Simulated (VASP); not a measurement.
A run of VASP 6.6.1 is set up as follows.

File INCAR:

```
SYSTEM = GaAs
  PREC = Accurate
  ENCUT = 600
  EDIFF = 1E-6
  ISMEAR = 0
  SIGMA = 0.01
  LREAL = .False.
  LASPH = .True.
  NELM = 60
  ALGO = Normal
  ISIF = 3
  LWAVE = .False.
  LCHARG = .False.
  GGA = PE
  IBRION = 2
  NSW = 100
  EDIFFG = -0.002
```

File KPOINTS:

```
regular mesh
0
Gamma
  10 10 10
  0 0 0
```

Contents of POSCAR:

```
GaAs
1.0
    0.0000000000      2.8750910500      2.8750910500
    2.8750910500      0.0000000000      2.8750910500
    2.8750910500      2.8750910500      0.0000000000
Ga As
1 1
Direct
    0.0000000000      0.0000000000      0.0000000000
    0.7500000000      0.7500000000      0.7500000000
```

Potentials or basis: VASP PAW PBE potentials, release 64 (Ga_d, As).

Run with:

```console
$ cat potpaw_PBE.64/Ga_d/POTCAR potpaw_PBE.64/As/POTCAR > POTCAR
$ mpirun -np 1 vasp_std > vasp.out
```

Task: Estimate the band gap on the k mesh.

Result: 0.15 eV.

Task: Estimate the relaxed volume.

Result: 23.76 Å³/atom.

Task: What does it give for the space group after relaxing (to 0.1 Å)?

Result: F-43m (No. 216).

Task: What does it give for the relaxed cell?

Result: a = 4.066 Å, b = 4.066 Å, c = 4.066 Å, α = 60.00°, β = 60.00°, γ = 60.00°.

Final structure:
```yaml
crystal:
  lattice:
    - [0.00000, 2.87493, 2.87493]
    - [2.87493, 0.00000, 2.87493]
    - [2.87493, 2.87493, 0.00000]
  atoms:
    - { symbol: Ga, position: [0.00000, 0.00000, 0.00000] }
    - { symbol: As, position: [0.75000, 0.75000, 0.75000] }
```
